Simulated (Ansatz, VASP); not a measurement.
# One calculation of Ge, two programs

Contents of INCAR:

```
SYSTEM = Ge
PREC = Accurate
ENCUT = 520
EDIFF = 1E-6
ISMEAR = 0
SIGMA = 0.15
LREAL = .FALSE.
LASPH = .TRUE.
NELM = 100
ALGO = Normal
ISIF = 2
LWAVE = .FALSE.
LCHARG = .FALSE.
GGA = PE
NBANDS = 21
```

The input KPOINTS:

```
Automatic mesh
0
G
  14 14 14
  0 0 0
```

POSCAR

```
Ge
1.0
    0.0000000000      2.8728485743      3.2434460404
    2.8728485743      0.0000000000      3.2434460404
    2.8728485743      2.8728485743      0.0000000000
Ge
2
Direct
    0.5000000000      0.5000000000      0.5000000000
    0.7500000000      0.7500000000      0.7500000000
```

Input for Ansatz:

```yaml
crystal:
  lattice:
    - [0.0, 2.8728485743, 3.2434460404]
    - [2.8728485743, 0.0, 3.2434460404]
    - [2.8728485743, 2.8728485743, 0.0]
  atoms:
    - { symbol: Ge, position: [0.5, 0.5, 0.5] }
    - { symbol: Ge, position: [0.75, 0.75, 0.75] }
basis:
  ecutwfc: 420
kpoints:
  mp_grid: { grid: [14, 14, 14] }
hamiltonian:
  xc: pbe
scf:
  occupations: { method: gaussian, width: 0.15 }
output:
  forces: true
  stress: true
  eigenvalues: true
```

Alike in both runs: task single point; functional PBE; k mesh 14 × 14 × 14; occupations gaussian, width 0.15 eV; no spin polarisation.

```csv
,VASP,Ansatz
version,VASP 6.6.1,Ansatz 0.2.0
potentials or method,"VASP PAW PBE potentials, release 64 (Ge_d), cutoff 520 eV","scalar-relativistic, plane waves, PAW"
valence electrons in the cell,28,28
```

|  | VASP | Ansatz | Ansatz less VASP |
| --- | --- | --- | --- |
| gap on the k mesh at the Fermi level (eV) | none | none | - |
| pressure (GPa) | -5.0 | -4.9 | +0.08 |
| traceless stress, the component that is largest in VASP (GPa) | -5.22 | -5.21 | +0.005 |

A gap of «none» marks a metal or a gap that the smearing closes. The functional is the same, so the differences come from potentials, cutoffs and numerics.
